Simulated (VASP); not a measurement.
## TePb: single point with LDA

Crystal: TePb.

```xyz
2
Lattice="0.0000 3.1702 3.1702 3.1702 0.0000 3.1702 3.1702 3.1702 0.0000" Properties=species:S:1:pos:R:3 pbc="T T T"
Te    3.1702    3.1702    3.1702
Pb    0.0000    0.0000    0.0000
```

```
Program             : VASP 6.6.1
Task                : single point
Functional          : LDA
Potentials or basis : VASP PAW LDA potentials, release 64 (Te, Pb_d)
Cutoff              : 520 eV
k mesh              : 6 × 6 × 6
Occupations         : gaussian, width 0.01 eV
Spin                : no spin polarisation
```

```
Pressure               : 1.1 GPa
Band gap on the k mesh : 0.51 eV, direct
```

Levels at points of the mesh, in eV from the valence-band top:
```tsv
k point	band 6	band 7	band 8	band 9	band 10	band 11	band 12	band 13	band 14	band 15
(0.00, 0.00, 0.00)	-12.56	-5.54	-1.58	-1.58	-1.58	4.03	4.03	4.03	5.63	5.63
(0.50, 0.00, 0.00)	-10.97	-8.97	-1.06	-1.06	0.00	0.51	1.04	1.04	8.35	9.18
(0.50, 0.50, 0.00)	-10.66	-7.47	-5.00	-3.16	-3.16	2.99	5.58	5.58	6.92	10.20
```

Wall time 12 s on 1 thread of Intel(R) Xeon(R) 6975P-C (Granite Rapids) (shared host), peak memory 0.16 GiB.

Caveat: spin-orbit coupling is left out, which moves the levels of the heavy elements. A k mesh can miss the band edges.
